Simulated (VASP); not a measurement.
# BaTiO3 (R3m) in VASP: single point with r2SCAN

Aim: the single point of BaTiO3 with r2SCAN.

Program: VASP 6.6.1. These are calculated values, not measurements. Logs are shortened: lines on timing, memory, paths and dates and some standing lists are left out, and cuts for length are marked.

### Step 1. The cell of the first run

Symmetry: R3m, No. 160, trigonal system. The conventional cell has a = 5.680 Å, b = 5.680 Å, c = 6.994 Å, α = 90.00°, β = 90.00°, γ = 120.00°. Ba (site symmetry 3m) has 12 O at 2.78 to 2.93 Å and 8 Ti at 3.40 to 3.59 Å within 3.7 Å. Within 2.5 Å of Ti (site symmetry 3m) lie 6 O at 1.87 to 2.16 Å. O (site symmetry m) has 2 Ti at 1.87 to 2.16 Å within 2.5 Å.

### Step 2. Single point, r2SCAN

Contents of POSCAR:

```
BaTiO3
1.0
    2.8399983158      1.6396737921      2.3313532671
   -2.8399983158      1.6396737921      2.3313532671
    0.0000000000     -3.2793475843      2.3313532671
Ba Ti O
1 1 3
Direct
   -0.0032057792     -0.0032057792     -0.0032057792
    0.4833346603      0.4833346603      0.4833346603
    0.5098255442      0.5098255442      0.0194200304
    0.0194200304      0.5098255442      0.5098255442
    0.5098255442      0.0194200304      0.5098255442
```

Contents of INCAR.step1:

```
SYSTEM = BaTiO3
PREC     = Accurate       ! precision mode
ENCUT    = 1480           ! plane-wave cutoff, eV
ISMEAR   = 0              ! smearing method
SIGMA    = 0.01           ! smearing width, eV
LREAL    = .FALSE.        ! projectors in reciprocal space
LASPH    = .TRUE.         ! aspherical terms in the spheres
NELM     = 120            ! most SCF steps
NBANDS   = 28             ! bands
GGA      = PE             ! functional
ALGO     = Normal         ! electronic algorithm
EDIFF    = 1E-5           ! SCF threshold, eV
LWAVE    = .TRUE.         ! write WAVECAR
LCHARG   = .FALSE.        ! write CHGCAR
GGA_COMPAT= .FALSE.
```

Contents of INCAR.step2:

```
SYSTEM = BaTiO3
PREC     = Accurate       ! precision mode
ENCUT    = 1480           ! plane-wave cutoff, eV
EDIFF    = 1E-6           ! SCF threshold, eV
ISMEAR   = 0              ! smearing method
SIGMA    = 0.01           ! smearing width, eV
LREAL    = .FALSE.        ! projectors in reciprocal space
LASPH    = .TRUE.         ! aspherical terms in the spheres
NELM     = 120            ! most SCF steps
ALGO     = Normal         ! electronic algorithm
ISIF     = 2              ! what is computed and relaxed
LWAVE    = .FALSE.        ! write WAVECAR
LCHARG   = .FALSE.        ! write CHGCAR
METAGGA  = R2SCAN         ! meta-GGA
LMIXTAU  = .TRUE.       
NBANDS   = 28             ! bands
ISTART   = 1            
GGA_COMPAT= .FALSE.
```

Contents of KPOINTS:

```
Automatic mesh
0
G
  6 6 6
  0 0 0
```

Potentials or basis: VASP PAW PBE potentials, release 64 (Ba_sv, Ti_sv, O_h).

Run with:

```console
$ cat potpaw_PBE.64/Ba_sv/POTCAR potpaw_PBE.64/Ti_sv/POTCAR potpaw_PBE.64/O_h/POTCAR > POTCAR
$ cp INCAR.step1 INCAR
$ mpirun -np 1 vasp_std > vasp.out
$ cp INCAR.step2 INCAR
$ mpirun -np 1 vasp_std > vasp.out
```

OUTCAR:

```text
SYSTEM = BaTiO3
   PREC = Accurate
   ENCUT = 1480
   EDIFF = 1E-6
   ISMEAR = 0
   LREAL = .FALSE.
   LASPH = .TRUE.
   NELM = 120
   ISIF = 2
   METAGGA = R2SCAN
   ISTART = 1

 ion  position               nearest neighbor table
   1  0.997  0.997  0.997-   3 2.78   4 2.78   5 2.78   3 2.84   3 2.84   4 2.84   5 2.84   5 2.84
                             4 2.84   3 2.93   4 2.93   5 2.93   2 3.40   2 3.45   2 3.45   2 3.45
   2  0.483  0.483  0.483-   4 1.87   5 1.87   3 1.87   5 2.16   4 2.16   3 2.16   1 3.40   1 3.45
                             1 3.45   1 3.45   1 3.51   1 3.51   1 3.51   1 3.59
   3  0.510  0.510  0.019-   2 1.87   2 2.16   1 2.78   1 2.84   1 2.84   1 2.93
   4  0.019  0.510  0.510-   2 1.87   2 2.16   1 2.78   1 2.84   1 2.84   1 2.93
   5  0.510  0.019  0.510-   2 1.87   2 2.16   1 2.78   1 2.84   1 2.84   1 2.93

  LATTYP: Found a trigonal (rhomboedric) cell.
 ALAT       =     4.0235964800
 COS(alpha) =     0.0035917343

  Lattice vectors:

 A1 = (   2.8399983158,   1.6396737921,   2.3313532671)
 A2 = (  -2.8399983158,   1.6396737921,   2.3313532671)
 A3 = (   0.0000000000,  -3.2793475843,   2.3313532671)

Analysis of symmetry for initial positions (statically):
=====================================================================
 Subroutine PRICEL returns:
 Original cell was already a primitive cell.

 Routine SETGRP: Setting up the symmetry group for a
 trigonal (rhombohedral) supercell.

 Subroutine GETGRP returns: Found  6 space group operations
 (whereof  6 operations were pure point group operations)
 out of a pool of 12 trial point group operations.

The static configuration has the point symmetry C_3v.

Analysis of symmetry for dynamics (positions and initial velocities):
=====================================================================
 Subroutine PRICEL returns:
 Original cell was already a primitive cell.

 Routine SETGRP: Setting up the symmetry group for a
 trigonal (rhombohedral) supercell.

 Subroutine GETGRP returns: Found  6 space group operations
 (whereof  6 operations were pure point group operations)
 out of a pool of 12 trial point group operations.

The dynamic configuration has the point symmetry C_3v.

 Subroutine INISYM returns: Found  6 space group operations
 (whereof  6 operations are pure point group operations),
 and found     1 'primitive' translations

----------------------------------------------------------------------------------------

                                     Primitive cell

  volume of cell :      65.1381

  direct lattice vectors                    reciprocal lattice vectors
     2.839998316  1.639673792  2.331353267     0.176056442  0.101646234  0.142978474
    -2.839998316  1.639673792  2.331353267    -0.176056442  0.101646234  0.142978474
     0.000000000 -3.279347584  2.331353267     0.000000000 -0.203292469  0.142978474

  length of vectors
     4.023596480  4.023596480  4.023596480     0.248537064  0.248537064  0.248537064

  position of ions in fractional coordinates (direct lattice)
     0.996794221  0.996794221  0.996794221
     0.483334660  0.483334660  0.483334660
     0.509825544  0.509825544  0.019420030
     0.019420030  0.509825544  0.509825544
     0.509825544  0.019420030  0.509825544

  ion indices of the primitive-cell ions
   primitive index   ion index
                 1           1
                 2           2
                 3           3
                 4           4
                 5           5

----------------------------------------------------------------------------------------

 KPOINTS: Automatic mesh

Automatic generation of k-mesh.
 Grid dimensions read from file:
 generate k-points for:    6    6    6

 Generating k-lattice:

  Cartesian coordinates                     Fractional coordinates (reciprocal lattice)
     0.029342740  0.016941039  0.023829746     0.166666667 -0.000000000 -0.000000000
    -0.029342740  0.016941039  0.023829746    -0.000000000  0.166666667 -0.000000000
     0.000000000 -0.033882078  0.023829746     0.000000000  0.000000000  0.166666667

  Length of vectors
     0.041422844  0.041422844  0.041422844

  Shift w.r.t. Gamma in fractional coordinates (k-lattice)
     0.000000000  0.000000000  0.000000000

 Subroutine IBZKPT returns following result:
 ===========================================

 Found     32 irreducible k-points:

 Following reciprocal coordinates:
            Coordinates               Weight
  0.000000  0.000000  0.000000      1.000000
  0.166667 -0.000000 -0.000000      6.000000
  0.333333 -0.000000 -0.000000      6.000000
  0.500000 -0.000000 -0.000000      3.000000
  0.166667  0.166667 -0.000000      6.000000
  0.333333  0.166667 -0.000000     12.000000
[... 16 lines left out ...]
  0.500000  0.500000  0.166667      6.000000
 -0.333333  0.500000  0.166667     12.000000
 [... further k-points ...]
   k-points           NKPTS =     32   k-points in BZ     NKDIM =     32   number of bands    NBANDS=     28
   number of dos      NEDOS =    301   number of ions     NIONS =      5
   total plane-waves  NPLWV = 125000
   dimension x,y,z NGX =    50 NGY =   50 NGZ =   50
   dimension x,y,z NGXF=   100 NGYF=  100 NGZF=  100
   ions per type =               1   1   3
   NGX,Y,Z   is equivalent  to a cutoff of  20.66, 20.66, 20.66 a.u.
   NGXF,Y,Z  is equivalent  to a cutoff of  41.32, 41.32, 41.32 a.u.
 SYSTEM =  BaTiO3
   PREC   = accura    normal or accurate (medium, high low for compatibility)
   ISTART =      1    job   : 0-new  1-cont  2-samecut
   ICHARG =      0    charge: 1-file 2-atom 10-const
   ISPIN  =      1    spin polarized calculation?
   LNONCOLLINEAR =      F non collinear calculations
   LSORBIT =      F    spin-orbit coupling
   LASPH  =      T    aspherical Exc in radial PAW
   ENCUT  = 1480.0 eV 108.78 Ry   10.43 a.u.  12.62 12.62 12.62*2*pi/ulx,y,z
   NELM   =    120;   NELMIN=  2; NELMDL=  0     # of ELM steps
   EDIFF  = 0.1E-05   stopping-criterion for ELM
   LREAL  =      F    real-space projection
   EDIFFG = 0.1E-04   stopping-criterion for IOM
   NSW    =      0    number of steps for IOM
   IBRION =     -1    ionic relax: 0-MD 1-quasi-New 2-CG
   NFREE  =      0    steps in history (QN), initial steepest desc. (CG)
   ISIF   =      2    stress and relaxation
   ISYM   =      2    0-nonsym 1-usesym 2-fastsym
   POTIM  = 0.5000    time-step for ionic-motion
   TEBEG  =    0.0;   TEEND  =   0.0 temperature during run
   PSTRESS=    0.0 pullay stress
   NELECT =      40.0000    total number of electrons
   NUPDOWN=      -1.0000    fix difference up-down
   EMIN   =  10.00;   EMAX   =-10.00  energy-range for DOS
   EFERMI =   0.00;   METHOD = LEGACY
   ISMEAR =     0;   SIGMA  =   0.01  broadening in eV -4-tet -1-fermi 0-gaus
   EFERMI_NEDOS =   21; number of points for ismear=-14 and -15
   IALGO  =     38    algorithm
   IMIX   =      4    mixing-type and parameters
     AMIX     =   0.40;   BMIX     =  1.00
     AMIX_MAG =   1.60;   BMIX_MAG =  1.00
  volume/ion in A,a.u.               =      13.03        87.91
  Fermi-wavevector in a.u.,A,eV,Ry     =   1.391500  2.629554 26.344582  1.936272
  Thomas-Fermi vector in A             =   2.515333
   LORBIT       =      0    0 simple, 1 ext, 2 COOP (PROOUT), +10 PAW based schemes
   METAGGA = R2SCAN    functional components
   LHFCALC =     F    Hartree Fock is set to
   AEXX    =    0.0000 exact exchange contribution
   IVDW    =     0    specifies the selected vdW correction
   LEPSILON=     F    determine dielectric tensor
   LRPA    =     F    only Hartree local field effects (RPA)
 non-spin polarized calculation
 Gauss-broadening in eV      SIGMA  =   0.01
  energy-cutoff  :     1480.00
  volume of cell :       65.14
 maximum number of plane-waves:      8460
   NGX = 25   NGY = 25   NGZ = 25

 number of electron      40.0000002 magnetization

 Free energy of the ion-electron system (eV)
  ---------------------------------------------------
  ext. energy  EPLUGINS =         0.00000000
  ---------------------------------------------------
  free energy    TOTEN  =       -74.31710400 eV

  energy without entropy =      -74.31710400  energy(sigma->0) =      -74.31710400

 E-fermi :   3.7930     XC(G=0): -11.8103

 val. band max:        3.6858333911   @ k =   0.5000   0.5000   0.5000
 cond. band min:       6.5434868367   @ k =   0.0000   0.0000   0.0000
 fundamental gap:      2.8576534456
 Fermi energy:         3.7930289830

 k-point     1 :       0.0000    0.0000    0.0000
  band No.  band energies     occupation
      1     -54.8186      2.00000
      2     -30.0210      2.00000
      3     -30.0210      2.00000
      4     -30.0197      2.00000
      5     -21.8007      2.00000
      6     -14.0604      2.00000
[... 20 lines left out ...]
     27       9.3128      0.00000
     28      11.8050      0.00000

 k-point     2 :       0.1667   -0.0000   -0.0000
  band No.  band energies     occupation
      1     -54.8184      2.00000
      2     -30.0344      2.00000
      3     -30.0205      2.00000
      4     -30.0196      2.00000
      5     -21.7718      2.00000
      6     -14.0767      2.00000
[... 20 lines left out ...]
     27       9.8423      0.00000
     28      12.4498      0.00000

 k-point     3 :       0.3333   -0.0000   -0.0000
  band No.  band energies     occupation
      1     -54.8179      2.00000
      2     -30.0616      2.00000
      3     -30.0196      2.00000
      4     -30.0186      2.00000
      5     -21.7128      2.00000
      6     -14.1860      2.00000
[... 20 lines left out ...]
     27      11.0903      0.00000
     28      12.6534      0.00000

 k-point     4 :       0.5000   -0.0000   -0.0000
  band No.  band energies     occupation
      1     -54.8176      2.00000
      2     -30.0751      2.00000
      3     -30.0191      2.00000
      4     -30.0181      2.00000
      5     -21.6826      2.00000
      6     -14.2611      2.00000
[... 578 lines left out ...]
     27      11.7625      0.00000
     28      12.8266      0.00000

 k-point    23 :       0.5000    0.5000    0.1667
  band No.  band energies     occupation
      1     -54.8164      2.00000
      2     -30.0719      2.00000
      3     -30.0707      2.00000
      4     -30.0300      2.00000
      5     -21.5921      2.00000
      6     -13.6161      2.00000
[... 20 lines left out ...]
     27      12.7693      0.00000
     28      13.1859      0.00000

 k-point    24 :      -0.3333    0.5000    0.1667
  band No.  band energies     occupation
      1     -54.8166      2.00000
      2     -30.0721      2.00000
      3     -30.0581      2.00000
      4     -30.0304      2.00000
      5     -21.6103      2.00000
      6     -13.7667      2.00000
[... 20 lines left out ...]
     27      12.4260      0.00000
     28      12.9516      0.00000

 [... further k-points ...]

------------------------ aborting loop because EDIFF is reached ----------------------------------------

  FORCE on cell =-STRESS in cart. coord.  units (eV):
  Direction    XX          YY          ZZ          XY          YZ          ZX
  --------------------------------------------------------------------------------------
  -------------------------------------------------------------------------------------
  Total        0.7420973      0.7420973      0.6997496      0.0000000     -0.0000000      0.0000000
  in kB       18.2530972     18.2530972     17.2114862      0.0000000     -0.0000000      0.0000000
  external PRESSURE =      17.9058935 kB  Pullay stress =       0.0000000 kB

 VOLUME and BASIS-vectors are now :
 -----------------------------------------------------------------------------
  energy-cutoff  :     1480.00
  volume of cell :       65.14
      direct lattice vectors                 reciprocal lattice vectors
     2.839998316  1.639673792  2.331353267     0.176056442  0.101646234  0.142978474
    -2.839998316  1.639673792  2.331353267    -0.176056442  0.101646234  0.142978474
     0.000000000 -3.279347584  2.331353267     0.000000000 -0.203292469  0.142978474

 POSITION                                       TOTAL-FORCE (eV/Angst)
 -----------------------------------------------------------------------------------
      0.00000     -0.00000      6.97164        -0.000000     -0.000000      0.034071
      0.00000     -0.00000      3.38047        -0.000000     -0.000000      0.135560
      0.00000      1.60821      2.42244        -0.000000      0.058695     -0.056544
     -1.39275     -0.80411      2.42244        -0.050832     -0.029348     -0.056544
      1.39275     -0.80411      2.42244         0.050832     -0.029348     -0.056544
 -----------------------------------------------------------------------------------
    total drift:                               -0.000000     -0.000000      0.001649

  FREE ENERGIE OF THE ION-ELECTRON SYSTEM (eV)
  ---------------------------------------------------
  free  energy   TOTEN  =       -74.3171039994 eV

  energy  without entropy=      -74.3171039994  energy(sigma->0) =      -74.31710400
```

Wall time 12 min (1 thread of Intel Xeon Platinum 8488C (Sapphire Rapids), shared host); peak memory 0.58 GiB.

Results:

| Quantity | Value |
| --- | --- |
| Free energy | -74.3171 eV |
| Pressure | 1.8 GPa |
| Largest force | 0.136 eV/Å |
| Band gap on the k mesh | 2.86 eV (least direct gap 3.32 eV) |

Forces on the atoms (eV/Å):
```
Ba   0.000  0.000  0.034
Ti   0.000  0.000  0.136
O    0.000  0.059 -0.057
O   -0.051 -0.029 -0.057
O    0.051 -0.029 -0.057
```

Levels at points of the mesh, in eV from the valence-band top:
| k point | band 18 | band 19 | band 20 | band 21 | band 22 | band 23 |
| --- | --- | --- | --- | --- | --- | --- |
| (0.00, 0.00, 0.00) | -0.58 | -0.46 | -0.46 | 2.86 | 2.86 | 3.00 |
| (0.50, 0.00, 0.00) | -1.58 | -1.00 | -0.88 | 3.02 | 4.15 | 4.27 |
| (0.50, 0.50, 0.00) | -0.91 | -0.86 | -0.09 | 4.23 | 4.24 | 4.59 |
| (0.50, 0.50, 0.50) | -0.02 | -0.02 | 0.00 | 4.67 | 4.85 | 4.85 |

Caveat: the PAW data sets were made with another functional, which shifts forces and pressure a little; spin-orbit coupling is left out, which moves the levels of the heavy elements. A k mesh can miss the band edges.
